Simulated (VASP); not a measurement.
# H6C2O in VASP: a series of runs, part 2 of 2

VASP 6.6.1. Earlier steps stand in the parts before.

## Step 3: Single point, PBE+D3(BJ)

File INCAR:

```
ALGO = Normal ; EDIFF = 1E-6
ENCUT = 520 ; GGA = PE
ISIF = 2 ; ISMEAR = -1
IVDW = 12 ; LASPH = T
LCHARG = F ; LREAL = Auto
LWAVE = F ; NBANDS = 64
NELM = 100 ; PREC = Accurate
SIGMA = 0.02
```

File KPOINTS:

```
k-points
0
Gamma
  1 1 1
```

File POSCAR:

```
H6C2O
1.0
    7.2936330000      0.0000000000      0.0000000000
    0.0000000000      7.2936330000      0.0000000000
    0.0000000000      0.0000000000      7.2936330000
C O H
8 4 24
Direct
    0.2230986944      0.5326837805      0.3009062836
    0.0593394266      0.6499230219      0.2860714270
    0.5931474753      0.2955591541      0.6928508742
    0.7546307855      0.1790054421      0.7683962163
    0.3241594415      0.7069042273      0.8713901563
    0.1332669192      0.6718873845      0.7906622118
    0.5607767761     -0.0145332237      0.2326549746
    0.4150743532      0.1194466461      0.1724792021
   -0.1237106391      0.5789981481      0.2347801158
    0.7420581759     -0.0065536613      0.7098245826
    0.1193506720      0.4905922741      0.7344762206
    0.2330251604      0.0280518639      0.2015182283
   -0.1684208679      0.5489993807      0.3542130513
    0.0302866898      0.7332011358      0.4042566990
    0.0909971752      0.7525879078      0.1793207857
    0.3398306441      0.6209936804      0.3099552719
    0.2268691062      0.4348724429      0.4135387673
    0.2331485557      0.4546156902      0.1754681103
    0.7877007247     -0.0786576456      0.8173430168
    0.8838805024      0.2478325959      0.7411121453
    0.7434018136      0.1662134632      0.9204877734
    0.5871011059      0.4091925108      0.7879475153
    0.5936410565      0.3221028533      0.5381131735
    0.4474176312      0.2430613111      0.6955244389
    0.0042639930      0.4577142831      0.7910186871
    0.0284631815      0.6956067024      0.8975636696
    0.0987573682      0.7710286492      0.6760691140
    0.3276556416      0.8501387443      0.9262736417
    0.3537194701      0.5988510801      0.9671723269
    0.4316641652      0.6995690625      0.7693011151
    0.1402730299      0.1187336955      0.1871083999
    0.4069713955      0.2408676170      0.2642441702
    0.4349821276      0.1449072088      0.0374299063
    0.7009264107      0.0451215464      0.2349309322
    0.5267882275     -0.0738040974      0.3671284256
    0.5448039406     -0.1321426510      0.1331161028
```

Potentials or basis: VASP PAW PBE potentials, release 64 (C, O, H).

The run is started by

```console
$ cat potpaw_PBE.64/C/POTCAR potpaw_PBE.64/O/POTCAR potpaw_PBE.64/H/POTCAR > POTCAR
$ mpirun -np 1 vasp_gam > vasp.out
```

It took 26 s on 1 thread of Intel Xeon 6975P-C (Granite Rapids), shared host; peak memory 0.34 GiB.

It converged, with:

| Item | Value |
| --- | --- |
| Free energy | -187.2841 eV |
| Pressure | 1.0 GPa |
| Largest force | 4.692 eV/Å |
| Band gap on the k mesh | 4.76 eV |
| Dispersion energy per atom | -0.037 eV |

Forces in eV/Å, atoms in the order of the input:
```
C   -0.476 -1.385  0.051
C   -1.347  1.932 -1.115
C   -0.668 -0.826 -1.004
C   -2.263 -0.300  0.900
C   -0.708  1.256 -0.638
C    0.549  2.297  0.149
C   -0.420 -1.084 -0.421
C   -1.532 -0.804  4.361
O    1.434 -0.409 -0.312
O    0.975 -1.126  0.525
O   -0.531 -1.288 -0.431
O    1.685 -0.418 -0.293
H   -0.890 -0.503  0.552
H    0.283  0.308  0.848
H   -0.120 -0.187  0.119
H    0.786  0.488  0.084
H   -0.200 -0.031  0.406
H    0.257 -0.303 -0.536
H   -0.398  0.375 -1.269
H    0.569 -0.087 -0.535
H   -0.065  0.813 -0.249
H    0.033  1.114 -0.455
H    0.842  0.466  1.329
H    0.964 -0.613  0.727
H   -0.194 -0.872 -0.208
H    0.127  0.221  0.106
H    0.403 -0.483  0.527
H    0.052 -0.851  0.172
H    0.118 -0.078  0.844
H    0.226 -0.003 -0.683
H   -0.626  0.833 -0.124
H    0.510 -0.110 -0.690
H    0.161  1.179 -3.293
H   -0.504 -0.312 -0.111
H    0.217  0.269  0.105
H    0.751  0.523  0.560
```

Stress tensor (GPa, compression positive):
```
-1.19  0.24 -1.48
 0.24  3.07  0.67
-1.48  0.67  1.23
```

Levels at points of the mesh, in eV from the valence-band top:
```
           k point  band 38  band 39  band 40  band 41  band 42  band 43
(0.00, 0.00, 0.00)    -0.24    -0.06     0.00     4.76     5.85     6.21
```

Caveat: the k points lie up to 0.86 Å⁻¹ apart.

## Step 4: Single point, PBE+D3(BJ)

File INCAR:

```
SYSTEM = H6C2O
PREC     = Accurate       ! precision mode
ENCUT    = 520            ! plane-wave cutoff, eV
EDIFF    = 1E-6           ! SCF threshold, eV
ISMEAR   = -1             ! smearing method
SIGMA    = 0.02           ! smearing width, eV
LREAL    = Auto         
LASPH    = .True.         ! aspherical terms in the spheres
NELM     = 80             ! most SCF steps
ALGO     = Normal         ! electronic algorithm
ISIF     = 2              ! what is computed and relaxed
LWAVE    = .False.        ! write WAVECAR
LCHARG   = .False.        ! write CHGCAR
GGA      = PE             ! functional
IVDW     = 12             ! dispersion correction
NBANDS   = 64             ! bands
```

File KPOINTS:

```
Automatic mesh
0
Gamma
  1 1 1
  0 0 0
```

File POSCAR:

```
H6C2O
1.0
    7.2936330000      0.0000000000      0.0000000000
    0.0000000000      7.2936330000      0.0000000000
    0.0000000000      0.0000000000      7.2936330000
C O H
8 4 24
Direct
    0.2027796024      0.5096362814      0.3020031307
    0.0554181983      0.6560379443      0.2710994644
    0.6319073087      0.2989593801      0.6764530105
    0.7372731806      0.1607018066      0.7836972329
    0.3224319074      0.7344625100      0.8147242945
    0.1203515450      0.6889433565      0.8038929296
    0.5687152068     -0.0392534146      0.2566622148
    0.4438665888      0.1060788224      0.1841057810
   -0.0906269893      0.5504527031      0.1851752069
    0.7264418158     -0.0101321248      0.6948389095
    0.1200362014      0.4952950059      0.7250981781
    0.2520280360      0.0528954500      0.1960477035
   -0.1624978937      0.4947191612      0.2778587845
   -0.0073488754      0.7308292040      0.3982103295
    0.0870073940      0.7597174138      0.1546143054
    0.3204027403      0.5593371643      0.3889556823
    0.1285778980      0.3905049788      0.3689793550
    0.2501496853      0.4345022570      0.1839001222
    0.7642556186     -0.0937118717      0.7891814683
    0.8783140035      0.2083598119      0.7877555671
    0.6963470742      0.1406980582      0.9227774416
    0.6042941837      0.4269888545      0.7556042373
    0.6814436646      0.3022636319      0.5424868512
    0.4944175283      0.2410732758      0.6462897160
    0.0418584264      0.4222175698      0.8072108920
    0.0383073840      0.7082204438      0.9311546112
    0.0439287252      0.7580173008      0.6929331377
    0.3459592771      0.8668656621      0.8754073587
    0.3851441387      0.6205000992      0.8870202271
    0.3830738399      0.7552340514      0.6783039399
    0.1700798491      0.1577951619      0.2245657274
    0.4511606219      0.2344373510      0.2640659326
    0.4622661985      0.1665699385      0.0362782169
    0.7114013003      0.0117773954      0.2528369607
    0.5366187194     -0.0805908386      0.3988273060
    0.5541956937     -0.1689007385      0.1886165646
```

The run is started by

```console
$ cat potpaw_PBE.64/C/POTCAR potpaw_PBE.64/O/POTCAR potpaw_PBE.64/H/POTCAR > POTCAR
$ mpirun -np 1 vasp_gam > vasp.out
```

Wall time 25 s (1 thread of Intel Xeon 6975P-C (Granite Rapids), shared host); peak memory 0.35 GiB.

The run converged. Its results:

```
Free energy                : -187.1941 eV
Pressure                   : 0.0 GPa
Largest force              : 3.174 eV/Å
Band gap on the k mesh     : 4.68 eV
Dispersion energy per atom : -0.036 eV
```

Forces on the atoms (eV/Å):
```
C   -0.071  0.017  2.018
C   -0.816  0.286 -1.020
C   -2.595 -0.376  1.788
C    0.560  0.630 -0.479
C   -0.597  0.530 -0.562
C   -0.342 -1.215 -1.802
C    0.246  0.105  0.484
C   -1.696  2.281 -1.006
O   -0.182  0.811 -1.291
O    0.031 -0.618 -0.496
O   -0.811  0.599  1.497
O   -0.561 -0.209  0.126
H   -0.686 -0.558  0.986
H    1.254 -0.874 -1.299
H    0.192 -0.760  1.924
H   -0.643 -0.552 -0.437
H    0.562  0.971  0.516
H    0.374  0.751 -1.173
H    0.175 -0.868  0.055
H    0.902  0.062  0.100
H   -0.560  0.355  1.006
H    0.566 -0.263 -0.810
H    1.288  0.971 -1.763
H   -0.122  0.060  0.488
H    0.242  0.184 -0.270
H    0.515 -0.636 -0.413
H    0.373  0.636  0.313
H    0.114  0.492  0.883
H    0.516  0.031  0.268
H   -0.089 -0.576 -0.101
H    0.972 -0.550 -0.217
H    0.566 -0.151  0.337
H    0.329 -1.324  1.338
H   -0.197 -0.375 -0.005
H    0.005  0.713  0.026
H    0.188 -0.580 -1.010
```

Stress tensor (GPa, compression positive):
```
 0.30  0.75  0.27
 0.75 -1.01  0.15
 0.27  0.15  0.71
```

Levels at points of the mesh, in eV from the valence-band top:
```tsv
k point	band 37	band 38	band 39	band 40	band 41	band 42	band 43	band 44
(0.00, 0.00, 0.00)	-0.42	-0.31	-0.05	0.00	4.68	5.87	5.89	6.22
```

Caveat: the k points lie up to 0.86 Å⁻¹ apart.
